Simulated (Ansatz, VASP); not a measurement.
## TiTe2: VASP beside Ansatz

```xyz
3
Lattice="3.7770 0.0000 0.0708 -1.8885 3.2710 -0.0354 0.1218 0.0000 6.4980" Properties=species:S:1:pos:R:3 pbc="T T T"
Ti    0.0000    0.0000    0.0000
Te    1.9205    1.0903    1.7431
Te    0.0898    2.1807    4.7903
```

Change from the starting cell: strain +0.0375 x Voigt [0, 0, 0, 0, 1, 0], atoms carried along.

Alike in both runs: task single point; functional PBE; k mesh 12 × 12 × 8; occupations gaussian, width 0.15 eV; no spin polarisation.

```csv
,VASP,Ansatz
version,VASP 6.6.1,Ansatz 0.2.0
potentials or method,"VASP PAW PBE potentials, release 64 (Ti_sv, Te), cutoff 520 eV","scalar-relativistic, plane waves, PAW"
valence electrons in the cell,24,44
```

|  | VASP | Ansatz | Ansatz less VASP |
| --- | --- | --- | --- |
| gap on the k mesh at the Fermi level (eV) | none | none | - |
| pressure (GPa) | 1.0 | 1.1 | +0.02 |
| traceless stress, the component that is largest in VASP (GPa) | -2.13 | -2.13 | -0.002 |
| rms of the force components (eV/Å) | 0.122 | 0.121 | -0.0012 |

Atom by atom the forces differ by 0.005 eV/Å (rms over components). A gap of «none» marks a metal or a gap that the smearing closes. VASP's potentials hold 24 valence electrons a cell and Ansatz's 44, so a difference there can come from the potentials and not from the codes.

Neither program's run includes spin-orbit coupling.
